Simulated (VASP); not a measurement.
# Na (Im-3m) in VASP: further runs

Aim: see how the results for Na move with the level of theory and the settings. Levels: PBE+D3(BJ), PBE. Tasks: electric field gradients.

Everything below comes from runs of VASP 6.6.1. Logs are shortened: lines on timing, memory, paths and dates and some standing lists are left out, and cuts for length are marked.

**1. The cell of the first run**

Symmetry: Im-3m, No. 229, cubic system. Conventional cell: a = 4.318 Å, b = 4.318 Å, c = 4.318 Å, α = 90.00°, β = 90.00°, γ = 90.00°. Na (site symmetry m-3m) has 14 Na at 3.74 to 4.32 Å within 4.9 Å.

**2. Electric field gradients, PBE+D3(BJ)**

Input file INCAR:

```
ALGO = Normal ; EDIFF = 1E-8
ENCUT = 520 ; GGA = PE
ISIF = 2 ; ISMEAR = -1
IVDW = 12 ; LASPH = True
LCHARG = False ; LEFG = True
LREAL = False ; LWAVE = False
NBANDS = 10 ; NELM = 80
PREC = Accurate ; SIGMA = 0.03
```

Input file KPOINTS:

```
k-points
0
Gamma
  16 16 16
```

Input file POSCAR:

```
Na
1.0
   -2.1590301515      2.1590301515      2.1590301515
    2.1590301515     -2.1590301515      2.1590301515
    2.1590301515      2.1590301515     -2.1590301515
Na
1
Direct
    0.0000000000      0.0000000000      0.0000000000
```

Potentials or basis: VASP PAW PBE potentials, release 64 (Na_pv).

Command:

```console
cat potpaw_PBE.64/Na_pv/POTCAR > POTCAR
mpirun -np 1 vasp_std > vasp.out
```

OUTCAR:

```text
EDIFF = 1E-8
   ENCUT = 520
   GGA = PE
   ISIF = 2
   ISMEAR = -1
   IVDW = 12
   LASPH = True
   LREAL = False
   NELM = 80
   PREC = Accurate
 IVDW          = 12

 ion  position               nearest neighbor table
   1  0.000  0.000  0.000-

  LATTYP: Found a body centered cubic cell.
 ALAT       =     4.3180603030

  Lattice vectors:

 A1 = (  -2.1590301515,   2.1590301515,   2.1590301515)
 A2 = (   2.1590301515,  -2.1590301515,   2.1590301515)
 A3 = (   2.1590301515,   2.1590301515,  -2.1590301515)

Analysis of symmetry for initial positions (statically):
=====================================================================
 Subroutine PRICEL returns:
 Original cell was already a primitive cell.

 Routine SETGRP: Setting up the symmetry group for a
 body centered cubic supercell.

 Subroutine GETGRP returns: Found 48 space group operations
 (whereof 48 operations were pure point group operations)
 out of a pool of 48 trial point group operations.

The static configuration has the point symmetry O_h .

Analysis of symmetry for dynamics (positions and initial velocities):
=====================================================================
 Subroutine PRICEL returns:
 Original cell was already a primitive cell.

 Routine SETGRP: Setting up the symmetry group for a
 body centered cubic supercell.

 Subroutine GETGRP returns: Found 48 space group operations
 (whereof 48 operations were pure point group operations)
 out of a pool of 48 trial point group operations.

The dynamic configuration has the point symmetry O_h .

 Subroutine INISYM returns: Found 48 space group operations
 (whereof 48 operations are pure point group operations),
 and found     1 'primitive' translations

----------------------------------------------------------------------------------------

                                     Primitive cell

  volume of cell :      40.2565

  direct lattice vectors                    reciprocal lattice vectors
    -2.159030152  2.159030152  2.159030152     0.000000000  0.231585464  0.231585464
     2.159030152 -2.159030152  2.159030152     0.231585464  0.000000000  0.231585464
     2.159030152  2.159030152 -2.159030152     0.231585464  0.231585464  0.000000000

  length of vectors
[... 122 lines left out ...]
  ---------------------------------------------------
  free energy    TOTEN  =        -1.30597885 eV

  energy without entropy =       -1.30440569  energy(sigma->0) =       -1.30519227

 E-fermi :   0.1003     XC(G=0):  -6.2917

 val. band max:        0.0933251582   @ k =  -0.3750   0.4375   0.1250
 cond. band min:       0.1519295601   @ k =  -0.4375   0.4375   0.0625
 fundamental gap:      0.0586044019
 Fermi energy:         0.1002925675

 k-point     1 :       0.0000    0.0000    0.0000
  band No.  band energies     occupation
      1     -24.8673      2.00000
      2     -24.8673      2.00000
      3     -24.8673      2.00000
      4      -3.0063      2.00000
      5      11.3099      0.00000
      6      11.3100      0.00000
      7      11.3100      0.00000
      8      12.2655      0.00000
      9      12.2655      0.00000
     10      12.7881      0.00000
[... 287 lines left out ...]
 k-point    24 :       0.2500    0.1875    0.0000
  band No.  band energies     occupation
      1     -24.8879      2.00000
      2     -24.8759      2.00000
      3     -24.8695      2.00000
      4      -0.6494      2.00000
      5       4.1705      0.00000
      6       5.3142      0.00000
      7       8.2311      0.00000
      8      10.8900      0.00000
      9      12.0719      0.00000
     10      13.9247      0.00000

 [... further k-points ...]

------------------------ aborting loop because EDIFF is reached ----------------------------------------

 Edisp (eV)   -0.14246

 E8    (eV) :    -0.0699

  FORCE on cell =-STRESS in cart. coord.  units (eV):
  Direction    XX          YY          ZZ          XY          YZ          ZX
  --------------------------------------------------------------------------------------
  -------------------------------------------------------------------------------------
  Total      -0.28241    -0.28241    -0.28241     0.00000     0.00000    -0.00000
  in kB     -11.23951   -11.23951   -11.23951     0.00000     0.00000    -0.00000
  external pressure =      -11.24 kB  Pullay stress =        0.00 kB

 VOLUME and BASIS-vectors are now :
 -----------------------------------------------------------------------------
  energy-cutoff  :      520.00
  volume of cell :       40.26
      direct lattice vectors                 reciprocal lattice vectors
    -2.159030152  2.159030152  2.159030152     0.000000000  0.231585464  0.231585464
     2.159030152 -2.159030152  2.159030152     0.231585464  0.000000000  0.231585464
     2.159030152  2.159030152 -2.159030152     0.231585464  0.231585464  0.000000000

 POSITION                                       TOTAL-FORCE (eV/Angst)
 -----------------------------------------------------------------------------------
      0.00000      0.00000      0.00000         0.000000      0.000000      0.000000
 -----------------------------------------------------------------------------------
    total drift:                               -0.000000     -0.000000     -0.000000

  FREE ENERGIE OF THE ION-ELECTRON SYSTEM (eV)
  ---------------------------------------------------
  free  energy   TOTEN  =        -1.4484358719 eV

  energy  without entropy=       -1.4468627063  energy(sigma->0) =       -1.44764929

 Electric field gradients (V/A^2)
---------------------------------------------------------------------
 ion       V_xx      V_yy      V_zz      V_xy      V_xz      V_yz
---------------------------------------------------------------------
   1      -0.000    -0.000    -0.000     0.001     0.001     0.001
---------------------------------------------------------------------

 Electric field gradients after diagonalization (V/A^2)
 (convention: |V_zz| > |V_xx| > |V_yy|)
----------------------------------------------------------------------
 ion       V_xx      V_yy      V_zz     asymmetry (V_yy - V_xx)/ V_zz
----------------------------------------------------------------------
   1      -0.001    -0.001     0.002       0.000
----------------------------------------------------------------------

           NMR quadrupolar parameters

 Cq : quadrupolar parameter    Cq=e*Q*V_zz/h
 eta: asymmetry parameters     (V_yy - V_xx)/ V_zz
 Q  : nuclear electric quadrupole moment in mb (millibarn)
----------------------------------------------------------------------
 ion       Cq(MHz)       eta       Q (mb)
----------------------------------------------------------------------
   1       0.000       0.000       1.000
----------------------------------------------------------------------
```

OSZICAR:

```text
N       E                     dE             d eps       ncg     rms          rms(c)
DAV:   1     0.281337163105E+02    0.28134E+02   -0.37390E+03  2906   0.569E+02
DAV:   2    -0.708433319104E+00   -0.28842E+02   -0.28717E+02  2978   0.148E+02
DAV:   3    -0.130070554017E+01   -0.59227E+00   -0.59194E+00  3488   0.233E+01
DAV:   4    -0.130625376814E+01   -0.55482E-02   -0.55478E-02  3558   0.224E+00
DAV:   5    -0.130633722860E+01   -0.83460E-04   -0.83460E-04  3316   0.265E-01    0.201E-01
DAV:   6    -0.130612895558E+01    0.20827E-03   -0.48946E-04  3404   0.264E-01    0.136E-01
DAV:   7    -0.130598697136E+01    0.14198E-03   -0.10231E-03  3252   0.317E-01    0.156E-02
DAV:   8    -0.130597834204E+01    0.86293E-05   -0.48971E-05  3618   0.114E-01    0.245E-03
DAV:   9    -0.130597875524E+01   -0.41320E-06   -0.24639E-07  3320   0.505E-03    0.112E-03
DAV:  10    -0.130597886463E+01   -0.10939E-06   -0.54864E-08  3366   0.158E-03    0.139E-04
DAV:  11    -0.130597885277E+01    0.11860E-07   -0.12520E-09  2004   0.359E-04    0.224E-05
DAV:  12    -0.130597885264E+01    0.12324E-09   -0.13039E-10  1750   0.138E-04
   1 F= -.14484359E+01 E0= -.14476493E+01  d E =-.157317E-02
```

stdout:

```text
POSCAR found type information on POSCAR Na
 POSCAR found :  1 types and       1 ions
 scaLAPACK will be used
 LDA part: xc-table for (Slater+PW92), standard interpolation
 POSCAR, INCAR and KPOINTS ok, starting setup
 FFT: planning ... GRIDC
 FFT: planning ... GRID_SOFT
 FFT: planning ... GRID
 WAVECAR not read
 entering main loop
ion   1
```

It took 17 s on 1 thread of Intel Xeon 6975P-C (Granite Rapids), shared host; peak memory 0.18 GiB.

Results:

```yaml
Free_energy: -1.4484 eV
Pressure: -1.1 GPa
Band_gap_on_the_k_mesh: zero (an odd number of electrons rules out a gap without spin polarisation)
Largest_electric_field_gradient_by_atom: zero within the noise of the run
Dispersion_energy_per_atom: -0.142 eV
```

**3. Electric field gradients, PBE**

This run uses another cell than the first one, of 35.72 Å³/atom.

Input file INCAR:

```
ALGO = Normal
EDIFF = 1E-8
ENCUT = 520
GGA = PE
ISIF = 2
ISMEAR = -1
ISYM = 0
LASPH = True
LCHARG = False
LEFG = True
LREAL = False
LWAVE = False
NBANDS = 10
NELM = 60
PREC = Accurate
SIGMA = 0.03
```

Input file KPOINTS:

```
k-points
0
Gamma
  11 11 11
```

Input file POSCAR:

```
Na
1.0
   -2.0746412990      2.0746412990      2.0746412990
    2.0746412990     -2.0746412990      2.0746412990
    2.0746412990      2.0746412990     -2.0746412990
Na
1
Direct
    0.0000000000      0.0000000000      0.0000000000
```

Potentials or basis: VASP PAW PBE potentials, release 64 (Na_pv).

Command:

```console
cat potpaw_PBE.64/Na_pv/POTCAR > POTCAR
mpirun -np 1 vasp_std > vasp.out
```

OUTCAR:

```text
EDIFF = 1E-8
   ENCUT = 520
   GGA = PE
   ISIF = 2
   ISMEAR = -1
   ISYM = 0
   LASPH = True
   LREAL = False
   NELM = 60
   PREC = Accurate

 ion  position               nearest neighbor table
   1  0.000  0.000  0.000-

IMPORTANT INFORMATION: All symmetrisations will be switched off!
NOSYMM: (Re-)initialisation of all symmetry stuff for point group C_1.

----------------------------------------------------------------------------------------

                                     Primitive cell

  volume of cell :      35.7182

  direct lattice vectors                    reciprocal lattice vectors
    -2.074641299  2.074641299  2.074641299     0.000000000  0.241005518  0.241005518
     2.074641299 -2.074641299  2.074641299     0.241005518  0.000000000  0.241005518
     2.074641299  2.074641299 -2.074641299     0.241005518  0.241005518  0.000000000

  length of vectors
     3.593384137  3.593384137  3.593384137     0.340833272  0.340833272  0.340833272

  position of ions in fractional coordinates (direct lattice)
     0.000000000  0.000000000  0.000000000

  ion indices of the primitive-cell ions
   primitive index   ion index
                 1           1

----------------------------------------------------------------------------------------

 KPOINTS: k-points

Automatic generation of k-mesh.
 Grid dimensions read from file:
 generate k-points for:   11   11   11

 Generating k-lattice:

  Cartesian coordinates                     Fractional coordinates (reciprocal lattice)
     0.000000000  0.021909593  0.021909593     0.090909091  0.000000000  0.000000000
     0.021909593  0.000000000  0.021909593     0.000000000  0.090909091  0.000000000
     0.021909593  0.021909593  0.000000000     0.000000000  0.000000000  0.090909091

  Length of vectors
     0.030984843  0.030984843  0.030984843

  Shift w.r.t. Gamma in fractional coordinates (k-lattice)
     0.000000000  0.000000000  0.000000000

 Subroutine IBZKPT returns following result:
 ===========================================

 Found    666 irreducible k-points:

 Following reciprocal coordinates:
            Coordinates               Weight
  0.000000  0.000000  0.000000      1.000000
  0.090909  0.000000  0.000000      2.000000
  0.000000  0.090909  0.000000      2.000000
  0.000000  0.000000  0.090909      2.000000
  0.090909  0.000000 -0.090909      2.000000
  0.090909 -0.090909  0.000000      2.000000
[... 16 lines left out ...]
  0.363636  0.000000 -0.363636      2.000000
  0.363636 -0.363636  0.000000      2.000000
 [... further k-points ...]
   k-points           NKPTS =    666   k-points in BZ     NKDIM =    666   number of bands    NBANDS=     10
   number of dos      NEDOS =    301   number of ions     NIONS =      1
   total plane-waves  NPLWV =  21952
   dimension x,y,z NGX =    28 NGY =   28 NGZ =   28
   dimension x,y,z NGXF=    56 NGYF=   56 NGZF=   56
   ions per type =               1
   NGX,Y,Z   is equivalent  to a cutoff of  12.95, 12.95, 12.95 a.u.
   NGXF,Y,Z  is equivalent  to a cutoff of  25.91, 25.91, 25.91 a.u.
 SYSTEM =  unknown system
   PREC   = accura    normal or accurate (medium, high low for compatibility)
   ISTART =      0    job   : 0-new  1-cont  2-samecut
[... 19 lines left out ...]
   NUPDOWN=      -1.0000    fix difference up-down
   EMIN   =  10.00;   EMAX   =-10.00  energy-range for DOS
   EFERMI =   0.00;   METHOD = LEGACY
   ISMEAR =    -1;   SIGMA  =   0.03  broadening in eV -4-tet -1-fermi 0-gaus
   EFERMI_NEDOS =   21; number of points for ismear=-14 and -15
   IALGO  =     38    algorithm
   IMIX   =      4    mixing-type and parameters
     AMIX     =   0.40;   BMIX     =  1.00
     AMIX_MAG =   1.60;   BMIX_MAG =  1.00
  volume/ion in A,a.u.               =      35.72       241.04
  Fermi-wavevector in a.u.,A,eV,Ry     =   0.950921  1.796980 12.303082  0.904251
  Thomas-Fermi vector in A             =   2.079343
   LORBIT       =      0    0 simple, 1 ext, 2 COOP (PROOUT), +10 PAW based schemes
   GGA     = PE    functional components
   LHFCALC =     F    Hartree Fock is set to
   AEXX    =    0.0000 exact exchange contribution
   IVDW    =     0    specifies the selected vdW correction
   LEPSILON=     F    determine dielectric tensor
   LRPA    =     F    only Hartree local field effects (RPA)
 non-spin polarized calculation
  energy-cutoff  :      520.00
  volume of cell :       35.72
 maximum number of plane-waves:       971
   NGX = 13   NGY = 13   NGZ = 13

 number of electron       6.9999988 magnetization

 Free energy of the ion-electron system (eV)
  ---------------------------------------------------
  ext. energy  EPLUGINS =         0.00000000
  ---------------------------------------------------
  free energy    TOTEN  =        -1.31338529 eV

  energy without entropy =       -1.31220285  energy(sigma->0) =       -1.31279407

 E-fermi :   0.4485     XC(G=0):  -6.5998

 val. band max:        0.4075579018   @ k =  -0.1818  -0.3636   0.0909
 cond. band min:       0.5464360773   @ k =  -0.4545  -0.1818  -0.1818
 fundamental gap:      0.1388781755
 Fermi energy:         0.4485024141

 k-point     1 :       0.0000    0.0000    0.0000
  band No.  band energies     occupation
      1     -24.4355      2.00000
      2     -24.4355      2.00000
      3     -24.4355      2.00000
      4      -2.9191      2.00000
      5      12.4143      0.00000
      6      12.4143      0.00000
      7      12.4143      0.00000
      8      13.4358      0.00000
      9      13.4358      0.00000
     10      14.0088      0.00000
[... 287 lines left out ...]
 k-point    24 :       0.3636   -0.3636    0.0000
  band No.  band energies     occupation
      1     -24.4692      2.00000
      2     -24.4468      2.00000
      3     -24.4354      2.00000
      4      -0.5799      2.00000
      5       4.0424      0.00000
      6       9.1175      0.00000
      7      10.0950      0.00000
      8      10.1998      0.00000
      9      11.3647      0.00000
     10      16.0316      0.00000

 [... further k-points ...]

------------------------ aborting loop because EDIFF is reached ----------------------------------------

  FORCE on cell =-STRESS in cart. coord.  units (eV):
  Direction    XX          YY          ZZ          XY          YZ          ZX
  --------------------------------------------------------------------------------------
  -------------------------------------------------------------------------------------
  Total        0.0608829      0.0608829      0.0608829     -0.0000166     -0.0000166     -0.0000166
  in kB        2.7309678      2.7309675      2.7309676     -0.0007441     -0.0007442     -0.0007444
  external PRESSURE =       2.7309676 kB  Pullay stress =       0.0000000 kB

 VOLUME and BASIS-vectors are now :
 -----------------------------------------------------------------------------
  energy-cutoff  :      520.00
  volume of cell :       35.72
      direct lattice vectors                 reciprocal lattice vectors
    -2.074641299  2.074641299  2.074641299     0.000000000  0.241005518  0.241005518
     2.074641299 -2.074641299  2.074641299     0.241005518  0.000000000  0.241005518
     2.074641299  2.074641299 -2.074641299     0.241005518  0.241005518  0.000000000

 POSITION                                       TOTAL-FORCE (eV/Angst)
 -----------------------------------------------------------------------------------
      0.00000      0.00000      0.00000         0.000000     -0.000000     -0.000000
 -----------------------------------------------------------------------------------
    total drift:                                0.000000     -0.000000     -0.000000

  FREE ENERGIE OF THE ION-ELECTRON SYSTEM (eV)
  ---------------------------------------------------
  free  energy   TOTEN  =        -1.3133852873 eV

  energy  without entropy=       -1.3122028537  energy(sigma->0) =       -1.31279407

 Electric field gradients (V/A^2)
---------------------------------------------------------------------
 ion       V_xx      V_yy      V_zz      V_xy      V_xz      V_yz
---------------------------------------------------------------------
   1      -0.000     0.000    -0.000    -0.005    -0.005    -0.005
---------------------------------------------------------------------

 Electric field gradients after diagonalization (V/A^2)
 (convention: |V_zz| > |V_xx| > |V_yy|)
----------------------------------------------------------------------
 ion       V_xx      V_yy      V_zz     asymmetry (V_yy - V_xx)/ V_zz
----------------------------------------------------------------------
   1       0.005     0.005    -0.009       0.000
----------------------------------------------------------------------

           NMR quadrupolar parameters

 Cq : quadrupolar parameter    Cq=e*Q*V_zz/h
 eta: asymmetry parameters     (V_yy - V_xx)/ V_zz
 Q  : nuclear electric quadrupole moment in mb (millibarn)
----------------------------------------------------------------------
 ion       Cq(MHz)       eta       Q (mb)
----------------------------------------------------------------------
   1      -0.000       0.000       1.000
----------------------------------------------------------------------
```

OSZICAR:

```text
N       E                     dE             d eps       ncg     rms          rms(c)
DAV:   1     0.283326956671E+02    0.28333E+02   -0.37845E+03 13360   0.590E+02
DAV:   2    -0.694295452970E+00   -0.29027E+02   -0.28873E+02 13736   0.151E+02
DAV:   3    -0.130917756368E+01   -0.61488E+00   -0.61436E+00 16022   0.236E+01
DAV:   4    -0.131413281877E+01   -0.49553E-02   -0.49549E-02 15448   0.208E+00
DAV:   5    -0.131420034001E+01   -0.67521E-04   -0.67521E-04 15050   0.239E-01    0.208E-01
DAV:   6    -0.131372430854E+01    0.47603E-03   -0.48992E-04 15434   0.264E-01    0.139E-01
DAV:   7    -0.131339090868E+01    0.33340E-03   -0.98741E-04 14826   0.315E-01    0.162E-02
DAV:   8    -0.131338493278E+01    0.59759E-05   -0.44621E-05 15970   0.110E-01    0.218E-03
DAV:   9    -0.131338524888E+01   -0.31610E-06   -0.21256E-07 15202   0.445E-03    0.997E-04
DAV:  10    -0.131338529549E+01   -0.46608E-07   -0.59388E-08 14954   0.271E-03    0.107E-04
DAV:  11    -0.131338528726E+01    0.82290E-08   -0.12069E-09  8632   0.302E-04
   1 F= -.13133853E+01 E0= -.13127941E+01  d E =-.118243E-02
```

stdout:

```text
POSCAR found type information on POSCAR Na
 POSCAR found :  1 types and       1 ions
 scaLAPACK will be used
 LDA part: xc-table for (Slater+PW92), standard interpolation
 POSCAR, INCAR and KPOINTS ok, starting setup
 FFT: planning ... GRIDC
 FFT: planning ... GRID_SOFT
 FFT: planning ... GRID
 WAVECAR not read
 entering main loop
ion   1

     0.0000330    -0.0003531    -0.0003547     0.0000001    -0.0003551     0.0000009
     0.0000455    -0.0003531    -0.0003547     0.0000001    -0.0003551     0.0000009
     0.0000627    -0.0003531    -0.0003547     0.0000001    -0.0003551     0.0000009
     0.0000863    -0.0003531    -0.0003547     0.0000001    -0.0003551     0.0000009
```

Run time: 58 s. Hardware: 1 thread of Intel Xeon 6975P-C (Granite Rapids), shared host; peak memory 0.3 GiB.

What came out:

```yaml
Free_energy: -1.3134 eV
Pressure: 0.3 GPa
Band_gap_on_the_k_mesh: zero (an odd number of electrons rules out a gap without spin polarisation)
Largest_electric_field_gradient_by_atom: zero within the noise of the run
```

Levels at points of the mesh, in eV from the Fermi level:
```
           k point  band 1  band 2  band 3  band 4  band 5  band 6  band 7  band 8
(0.00, 0.00, 0.00)  -24.88  -24.88  -24.88   -3.37   11.97   11.97   11.97   12.99
```
